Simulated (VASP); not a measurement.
Set up this calculation in VASP 6.6.1, as the native input.

* Task: relaxation of shape and atoms at fixed volume
* Functional: r2SCAN
* Potentials or basis: VASP PAW PBE potentials, release 64 (Au)
* Cutoff: 550 eV
* k mesh: 18 × 18 × 10
* Occupations: gaussian, width 0.1 eV
* Spin: no spin polarisation
* Dipole correction: no
* Further INCAR settings: ALGO = Normal; EDIFF = 1e-07; IBRION = 2; EDIFFG = -0.01; NSW = 50; ISIF = 4

The system is Au.

```xyz
2
Lattice="2.7809 0.0000 0.0000 -1.3904 2.4083 0.0000 0.0000 0.0000 4.6244" Properties=species:S:1:pos:R:3 pbc="T T T"
Au    0.0000    1.6056    3.4683
Au    1.3904    0.8028    1.1561
```

This isn't the form of Au at room conditions, which is fcc.

The input as run:

POSCAR

```
Au
1.0
    2.7808998172      0.0000000000      0.0000000000
   -1.3904499086      2.4083298871      0.0000000000
    0.0000000000      0.0000000000      4.6243750982
Au
2
Direct
    0.3333333333      0.6666666667      0.7500000000
    0.6666666667      0.3333333333      0.2500000000
```

INCAR.step1

```
SYSTEM = Au
PREC = Accurate ; ENCUT = 550
ISMEAR = 0 ; SIGMA = 0.1
LREAL = .FALSE. ; LASPH = .TRUE.
NELM = 120 ; GGA = PE
ALGO = Normal ; EDIFF = 1E-5
LWAVE = .TRUE. ; LCHARG = .FALSE.
GGA_COMPAT = .FALSE. ; IBRION = 2
ISIF = 3 ; EDIFFG = -0.005
NELMIN = 4 ; NSW = 100
```

INCAR.step2

```
SYSTEM = Au
PREC = Accurate ; ENCUT = 550
EDIFF = 1E-7 ; ISMEAR = 0
SIGMA = 0.1 ; LREAL = .FALSE.
LASPH = .TRUE. ; NELM = 120
ALGO = Normal ; ISIF = 4
LWAVE = .FALSE. ; LCHARG = .FALSE.
METAGGA = R2SCAN ; LMIXTAU = .TRUE.
IBRION = 2 ; NSW = 50
EDIFFG = -0.01 ; ISTART = 1
GGA_COMPAT = .FALSE. ; NELMIN = 4
```

KPOINTS

```
regular mesh
0
G
  18 18 10
  0 0 0
```

Potentials or basis: VASP PAW PBE potentials, release 64 (Au).

Run with:

```bash
$ cat potpaw_PBE.64/Au/POTCAR > POTCAR
$ cp INCAR.step1 INCAR
$ mpirun -np 1 vasp_std > vasp.out
$ cp INCAR.step2 INCAR
$ mpirun -np 1 vasp_std > vasp.out
```

Results of the run:

```yaml
Energy_gained_by_relaxing: 0.0 meV/atom
Ionic_steps: 2
Pressure_after_relaxing: 28.4 GPa
Band_gap_on_the_k_mesh: zero (bands 11 and 12 overlap by 8.16 eV)
```

Caveat: the PAW data sets were made with another functional, which shifts forces and pressure a little; spin-orbit coupling is left out, which moves the levels of the heavy elements.

Wall time 5.9 min on 1 thread of Intel(R) Xeon(R) 6975P-C (Granite Rapids) (shared host), peak memory 0.24 GiB.
